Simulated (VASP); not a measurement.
# BaTiO3 (Amm2) in VASP: further runs

Runs on BaTiO3. Level: PBE. Tasks: relaxation of shape and atoms at fixed volume, relaxation of the atoms.

Program: VASP 6.6.1. These are calculated values, not measurements. Logs are shortened: lines on timing, memory, paths and dates and some standing lists are left out, and cuts for length are marked.

### 1 The cell of the first run

The structure is orthorhombic, space group Amm2 (No. 38). The conventional cell has a = 3.884 Å, b = 5.506 Å, c = 5.510 Å, α = 90.00°, β = 90.00°, γ = 90.00°. Ba (site symmetry mm2) has 12 O at 2.72 to 2.79 Å and 8 Ti at 3.34 to 3.40 Å within 3.6 Å. Ti (site symmetry mm2) has 6 O at 1.89 to 2.01 Å within 2.5 Å. Within 2.6 Å of O (site symmetry mm2) lie 2 Ti at 1.94 Å. Within 2.5 Å of O (site symmetry m) lie 2 Ti at 1.89 to 2.01 Å.

### 2 Relaxation of shape and atoms at fixed volume, PBE (11.79 Å³/atom)

INCAR

```
PREC = Accurate ; ENCUT = 600
EDIFF = 1E-7 ; ISMEAR = 0
SIGMA = 0.02 ; LREAL = F
LASPH = T ; NELM = 80
ALGO = Normal ; ISIF = 4
LWAVE = F ; LCHARG = F
GGA = PE ; IBRION = 2
NSW = 50 ; EDIFFG = -0.01
```

KPOINTS

```
Automatic mesh
0
Gamma
  8 8 8
```

POSCAR

```
BaTiO3
1.0
    3.8844857227      0.0000000000      0.0000000000
    0.0000000000      2.7529889582      2.7551851452
    0.0000000000     -2.7529889582      2.7551851452
Ba Ti O
1 1 3
Direct
    0.0000000000      0.0021340800      0.0021340800
    0.5000000000      0.5089289639      0.5089289639
    0.0000000000      0.4956607247      0.4956607247
    0.5000000000      0.4959256038      0.9935706274
    0.5000000000      0.9935706274      0.4959256038
```

Potentials or basis: VASP PAW PBE potentials, release 64 (Ba_sv, Ti_sv, O).

The run is started by

```console
cat potpaw_PBE.64/Ba_sv/POTCAR potpaw_PBE.64/Ti_sv/POTCAR potpaw_PBE.64/O/POTCAR > POTCAR
mpirun -np 1 vasp_std > vasp.out
```

OUTCAR:

```text
PREC = Accurate
   ENCUT = 600
   EDIFF = 1E-7
   ISMEAR = 0
   LREAL = F
   LASPH = T
   NELM = 80
   ISIF = 4
   GGA = PE
   IBRION = 2
   NSW = 50
   EDIFFG = -0.01

 ion  position               nearest neighbor table
   1  0.000  0.002  0.002-   3 2.72   4 2.73   5 2.73   4 2.73   5 2.73   3 2.75   3 2.75   5 2.77
                             4 2.77   5 2.77   4 2.77   3 2.79   2 3.34   2 3.34   2 3.37   2 3.37
   2  0.500  0.509  0.509-   4 1.89   5 1.89   3 1.94   3 1.94   5 2.01   4 2.01   1 3.34   1 3.34
                             1 3.37   1 3.37   1 3.37   1 3.37   1 3.40   1 3.40
   3  0.000  0.496  0.496-   2 1.94   2 1.94   1 2.72   1 2.75   1 2.75   1 2.79
   4  0.500  0.496  0.994-   2 1.89   2 2.01   1 2.73   1 2.73   1 2.77   1 2.77
   5  0.500  0.994  0.496-   2 1.89   2 2.01   1 2.73   1 2.73   1 2.77   1 2.77

  LATTYP: Found a base centered orthorhombic cell.
 ALAT       =     5.5059779164
 B/A-ratio  =     1.0007977464
 C/A-ratio  =     0.7055033241

  Lattice vectors:

 A1 = (   0.0000000000,   2.7529889582,  -2.7551851452)
 A2 = (   0.0000000000,   2.7529889582,   2.7551851452)
 A3 = (   3.8844857227,   0.0000000000,   0.0000000000)

Analysis of symmetry for initial positions (statically):
=====================================================================
 Subroutine PRICEL returns:
 Original cell was already a primitive cell.

 Routine SETGRP: Setting up the symmetry group for a
 base centered orthorhombic supercell.

 Subroutine GETGRP returns: Found  4 space group operations
 (whereof  4 operations were pure point group operations)
 out of a pool of  8 trial point group operations.

The static configuration has the point symmetry C_2v.

Analysis of symmetry for dynamics (positions and initial velocities):
=====================================================================
 Subroutine PRICEL returns:
 Original cell was already a primitive cell.

 Routine SETGRP: Setting up the symmetry group for a
 base centered orthorhombic supercell.

 Subroutine GETGRP returns: Found  4 space group operations
 (whereof  4 operations were pure point group operations)
 out of a pool of  8 trial point group operations.

The dynamic configuration has the point symmetry C_2v.

 Subroutine INISYM returns: Found  4 space group operations
 (whereof  4 operations are pure point group operations),
 and found     1 'primitive' translations

----------------------------------------------------------------------------------------

                                     Primitive cell
[... 108 lines left out ...]
   NELECT =      40.0000    total number of electrons
   NUPDOWN=      -1.0000    fix difference up-down
   EMIN   =  10.00;   EMAX   =-10.00  energy-range for DOS
   EFERMI =   0.00;   METHOD = LEGACY
   ISMEAR =     0;   SIGMA  =   0.02  broadening in eV -4-tet -1-fermi 0-gaus
   EFERMI_NEDOS =   21; number of points for ismear=-14 and -15
   IALGO  =     38    algorithm
   IMIX   =      4    mixing-type and parameters
     AMIX     =   0.40;   BMIX     =  1.00
     AMIX_MAG =   1.60;   BMIX_MAG =  1.00
  volume/ion in A,a.u.               =      11.79        79.53
  Fermi-wavevector in a.u.,A,eV,Ry     =   1.438761  2.718863 28.164500  2.070032
  Thomas-Fermi vector in A             =   2.557692
   LORBIT       =      0    0 simple, 1 ext, 2 COOP (PROOUT), +10 PAW based schemes
   GGA     = PE    functional components
   LHFCALC =     F    Hartree Fock is set to
   AEXX    =    0.0000 exact exchange contribution
   IVDW    =     0    specifies the selected vdW correction
   LEPSILON=     F    determine dielectric tensor
   LRPA    =     F    only Hartree local field effects (RPA)
 conjugate gradient relaxation of ions
 non-spin polarized calculation
 Gauss-broadening in eV      SIGMA  =   0.02
  energy-cutoff  :      600.00
  volume of cell :       58.93
 maximum number of plane-waves:      1998
 NGX is ok and might be reduce to    32
   NGX = 15   NGY = 15   NGZ = 15

--------------------------------------- Ionic step        1  -------------------------------------------

 number of electron      40.0000000 magnetization

 Free energy of the ion-electron system (eV)
  ---------------------------------------------------
  ext. energy  EPLUGINS =         0.00000000
  ---------------------------------------------------
  free energy    TOTEN  =       -39.56243338 eV

  energy without entropy =      -39.56243338  energy(sigma->0) =      -39.56243338

------------------------ aborting loop because EDIFF is reached ----------------------------------------

  FORCE on cell =-STRESS in cart. coord.  units (eV):
  Direction    XX          YY          ZZ          XY          YZ          ZX
  --------------------------------------------------------------------------------------
  -------------------------------------------------------------------------------------
  Total        8.2597130      8.2705006      8.2176832      0.0000000      0.0000000      0.0000000
  in kB      224.5725953    224.8658976    223.4298511      0.0000000      0.0000000      0.0000000
  external PRESSURE =     224.2894480 kB  Pullay stress =       0.0000000 kB
[... 260 lines left out ...]
--------------------------------------- Ionic step        8  -------------------------------------------

 number of electron      39.9999984 magnetization

 Free energy of the ion-electron system (eV)
  ---------------------------------------------------
  ext. energy  EPLUGINS =         0.00000000
  ---------------------------------------------------
  free energy    TOTEN  =       -39.56859470 eV

  energy without entropy =      -39.56859470  energy(sigma->0) =      -39.56859470

 E-fermi :   4.7002     XC(G=0): -11.7113

 val. band max:        4.5110784897   @ k =   0.5000   0.5000   0.5000
 cond. band min:       6.4203934025   @ k =   0.0000   0.0000   0.0000
 fundamental gap:      1.9093149128
 Fermi energy:         4.7001966080

 k-point     1 :       0.0000    0.0000    0.0000
  band No.  band energies     occupation
      1     -51.7612      2.00000
      2     -28.0249      2.00000
      3     -28.0249      2.00000
      4     -28.0249      2.00000
      5     -20.1368      2.00000
      6     -12.5594      2.00000
[... 637 lines left out ...]
     23       8.7735      0.00000
     24       9.9658      0.00000

 [... further k-points ...]

------------------------ aborting loop because EDIFF is reached ----------------------------------------

  FORCE on cell =-STRESS in cart. coord.  units (eV):
  Direction    XX          YY          ZZ          XY          YZ          ZX
  --------------------------------------------------------------------------------------
  -------------------------------------------------------------------------------------
  Total        8.0506211      8.0520028      8.0451064      0.0000000      0.0000000      0.0000000
  in kB      218.8876124    218.9251817    218.7376762      0.0000000      0.0000000      0.0000000
  external PRESSURE =     218.8501568 kB  Pullay stress =       0.0000000 kB
[... 20 lines left out ...]
  FREE ENERGIE OF THE ION-ELECTRON SYSTEM (eV)
  ---------------------------------------------------
  free  energy   TOTEN  =       -39.5685947048 eV

  energy  without entropy=      -39.5685947048  energy(sigma->0) =      -39.56859470

 reached required accuracy - stopping structural energy minimisation
```

OSZICAR:

```text
N       E                     dE             d eps       ncg     rms          rms(c)
DAV:   1     0.494722596634E+03    0.49472E+03   -0.23453E+04  5040   0.204E+03
DAV:   2     0.433542240562E+01   -0.49039E+03   -0.48250E+03  6032   0.531E+02
DAV:   3    -0.477272623595E+02   -0.52063E+02   -0.50559E+02  7224   0.159E+02
[... 73 lines left out ...]
DAV:   2    -0.395686213029E+02   -0.85334E-04   -0.13720E-03  5760   0.276E-01    0.308E-02
DAV:   3    -0.395685974495E+02    0.23853E-04   -0.71390E-05  6488   0.702E-02    0.132E-02
DAV:   4    -0.395685947394E+02    0.27101E-05   -0.18051E-05  6232   0.345E-02    0.378E-03
DAV:   5    -0.395685947323E+02    0.70631E-08   -0.17594E-06  6352   0.120E-02    0.240E-03
DAV:   6    -0.395685947048E+02    0.27522E-07   -0.15991E-07  4096   0.423E-03
   8 F= -.39568595E+02 E0= -.39568595E+02  d E =-.997951E-04
```

CONTCAR:

```text
BaTiO3
   1.00000000000000
     3.8913189899575356    0.0000000000000000    0.0000000000000000
     0.0000000000000000    2.7515794185183085    2.7517558697507942
     0.0000000000000000   -2.7515794185183085    2.7517558697507942
  Ba              Ti              O
     1     1     3
Direct
     0.0000000000000000    0.9991926746022348    0.9991926746022348
     0.5000000000000000    0.4992480986083405    0.4992480986083405
     0.0000000000000000    0.4992217870659278    0.4992217870659278
     0.5000000000000000    0.4992660015626790    0.9992914379608153
     0.5000000000000000    0.9992914379608153    0.4992660015626790

  0.00000000E+00  0.00000000E+00  0.00000000E+00
  0.00000000E+00  0.00000000E+00  0.00000000E+00
  0.00000000E+00  0.00000000E+00  0.00000000E+00
  0.00000000E+00  0.00000000E+00  0.00000000E+00
  0.00000000E+00  0.00000000E+00  0.00000000E+00
```

Run time: 15 min. Hardware: 1 thread of Intel Xeon 8259CL, shared host; peak memory 0.33 GiB.

Results:

```
Free energy                  : -39.5686 eV
Energy gained by relaxing    : 1.2 meV/atom
Ionic steps                  : 8
Pressure after relaxing      : 21.9 GPa
Largest force after relaxing : 0.003 eV/Å
Band gap on the k mesh       : 1.91 eV (least direct gap 1.96 eV)
```

Forces on the atoms (eV/Å):
```
Ba   0.000  0.000  0.003
Ti   0.000  0.000 -0.001
O    0.000  0.000  0.002
O    0.000  0.002 -0.002
O    0.000 -0.002 -0.002
```

Step by step:
```csv
step,energy change (eV),largest force (eV/Å),pressure (GPa),volume (Å³)
1,0.0000,0.1583,22.43,58.93
2,-0.0024,0.1081,22.19,58.93
3,-0.0031,0.0899,22.05,58.93
4,-0.0045,0.0629,21.99,58.93
5,-0.0055,0.0342,21.92,58.93
6,-0.0061,0.0292,21.89,58.93
7,-0.0061,0.0306,21.89,58.93
8,-0.0062,0.0032,21.89,58.93
```

Final structure:
```
Ba Ti O
1.0
     3.89132    0.00000    0.00000
     0.00000    2.75158    2.75176
     0.00000   -2.75158    2.75176
Ba Ti O
1 1 3
Direct
  0.00000 0.99919 0.99919
  0.50000 0.49925 0.49925
  0.00000 0.49922 0.49922
  0.50000 0.49927 0.99929
  0.50000 0.99929 0.49927
```

Levels at points of the mesh, in eV from the valence-band top:
| k point | band 16 | band 17 | band 18 | band 19 | band 20 | band 21 | band 22 | band 23 | band 24 |
| --- | --- | --- | --- | --- | --- | --- | --- | --- | --- |
| (0.00, 0.00, 0.00) | -1.23 | -1.23 | -0.05 | -0.05 | -0.05 | 1.91 | 1.91 | 1.91 | 4.50 |
| (0.50, 0.00, 0.00) | -2.05 | -1.92 | -1.92 | -0.70 | -0.70 | 2.11 | 3.93 | 3.93 | 4.52 |
| (0.00, 0.50, 0.00) | -2.05 | -1.92 | -1.92 | -0.70 | -0.70 | 2.11 | 3.93 | 3.93 | 4.52 |
| (0.50, 0.50, 0.00) | -3.01 | -1.67 | -0.81 | -0.81 | -0.10 | 3.94 | 3.94 | 4.38 | 5.49 |
| (0.00, 0.50, 0.50) | -3.01 | -1.67 | -0.81 | -0.81 | -0.10 | 3.94 | 3.94 | 4.38 | 5.49 |
| (0.50, 0.50, 0.50) | -2.34 | -2.34 | 0.00 | 0.00 | 0.00 | 4.71 | 4.71 | 4.71 | 7.12 |

Caveat: spin-orbit coupling is left out, which moves the levels of the heavy elements.

### 3 Relaxation of shape and atoms at fixed volume, PBE (12.19 Å³/atom)

This run uses another cell than the first one, of 12.19 Å³/atom.

INCAR

```
SYSTEM = BaTiO3
PREC = Accurate
ENCUT = 600
EDIFF = 1E-7
ISMEAR = 0
SIGMA = 0.02
LREAL = .False.
LASPH = .True.
NELM = 100
ALGO = Normal
ISIF = 4
LWAVE = .False.
LCHARG = .False.
GGA = PE
IBRION = 2
NSW = 50
EDIFFG = -0.01
```

KPOINTS

```
regular mesh
0
Gamma
  8 8 8
  0 0 0
```

POSCAR

```
BaTiO3
1.0
    3.9076576853      0.0000000000      0.0000000000
    0.0000000000      2.7884685802      2.7961807406
    0.0000000000     -2.7884685802      2.7961807406
Ba Ti O
1 1 3
Direct
    0.0000000000      0.0052931143      0.0052931143
    0.5000000000      0.5171350125      0.5171350125
    0.0000000000      0.4923993204      0.4923993204
    0.5000000000      0.4940376750      0.9873548777
    0.5000000000      0.9873548777      0.4940376750
```

Potentials or basis: VASP PAW PBE potentials, release 64 (Ba_sv, Ti_sv, O).

The run is started by

```console
cat potpaw_PBE.64/Ba_sv/POTCAR potpaw_PBE.64/Ti_sv/POTCAR potpaw_PBE.64/O/POTCAR > POTCAR
mpirun -np 1 vasp_std > vasp.out
```

Wall time 18 min (1 thread of Intel Xeon 8259CL, shared host); peak memory 0.33 GiB.

Results (log left out):

```yaml
Free_energy: -39.7965 eV
Energy_gained_by_relaxing: 2.6 meV/atom
Ionic_steps: 10
Pressure_after_relaxing: 14.2 GPa
Largest_force_after_relaxing: 0.008 eV/Å
Band_gap_on_the_k_mesh: 1.90 eV (least direct gap 2.03 eV)
```

Forces in eV/Å, atoms in the order of the input:
```
Ba   0.000  0.000  0.000
Ti   0.000  0.000 -0.008
O    0.000  0.000  0.007
O    0.000  0.006  0.000
O    0.000 -0.006  0.000
```

Stress tensor (GPa, compression positive):
```
14.34  0.00  0.00
 0.00 14.18  0.00
 0.00  0.00 14.16
```

The path:
| step | energy change (eV) | largest force (eV/Å) | pressure (GPa) | volume (Å³) |
| --- | --- | --- | --- | --- |
| 1 | 0.0000 | 0.3012 | 15.78 | 60.94 |
| 2 | -0.0074 | 0.1365 | 15.07 | 60.94 |
| 3 | -0.0085 | 0.1182 | 14.71 | 60.94 |
| 4 | -0.0114 | 0.0862 | 14.55 | 60.94 |
| 5 | -0.0122 | 0.0573 | 14.44 | 60.94 |
| 6 | -0.0130 | 0.0279 | 14.35 | 60.94 |
| 7 | -0.0131 | 0.0306 | 14.31 | 60.94 |
| 8 | -0.0131 | 0.0297 | 14.32 | 60.94 |
| 9 | -0.0132 | 0.0112 | 14.26 | 60.94 |
| 10 | -0.0132 | 0.0081 | 14.23 | 60.94 |

Final structure:
```
Ba Ti O
1.0
     3.92883    0.00000    0.00000
     0.00000    2.78409    2.78549
     0.00000   -2.78409    2.78549
Ba Ti O
1 1 3
Cartesian
  0.0000 0.0000 0.0080
  1.9644 0.0000 2.8270
  0.0000 0.0000 2.7644
  1.9644 -1.3871 4.1535
  1.9644 1.3871 4.1535
```

Levels at points of the mesh, in eV from the valence-band top:
| k point | band 16 | band 17 | band 18 | band 19 | band 20 | band 21 | band 22 | band 23 | band 24 |
| --- | --- | --- | --- | --- | --- | --- | --- | --- | --- |
| (0.00, 0.00, 0.00) | -1.21 | -1.18 | -0.16 | -0.15 | -0.13 | 1.90 | 1.94 | 1.96 | 4.32 |
| (0.50, 0.00, 0.00) | -2.07 | -1.87 | -1.83 | -0.78 | -0.75 | 2.13 | 3.77 | 3.80 | 4.33 |
| (0.00, 0.50, 0.00) | -2.03 | -1.89 | -1.85 | -0.74 | -0.72 | 2.10 | 3.78 | 3.78 | 4.33 |
| (0.50, 0.50, 0.00) | -2.88 | -1.69 | -0.85 | -0.84 | -0.10 | 3.79 | 3.80 | 4.22 | 5.20 |
| (0.00, 0.50, 0.50) | -2.88 | -1.68 | -0.85 | -0.84 | -0.12 | 3.79 | 3.79 | 4.21 | 5.24 |
| (0.50, 0.50, 0.50) | -2.38 | -2.37 | -0.02 | 0.00 | 0.00 | 4.50 | 4.50 | 4.52 | 6.93 |

Caveat: spin-orbit coupling is left out, which moves the levels of the heavy elements. A k mesh can miss the band edges.

(Continued in part 2 of 2.)
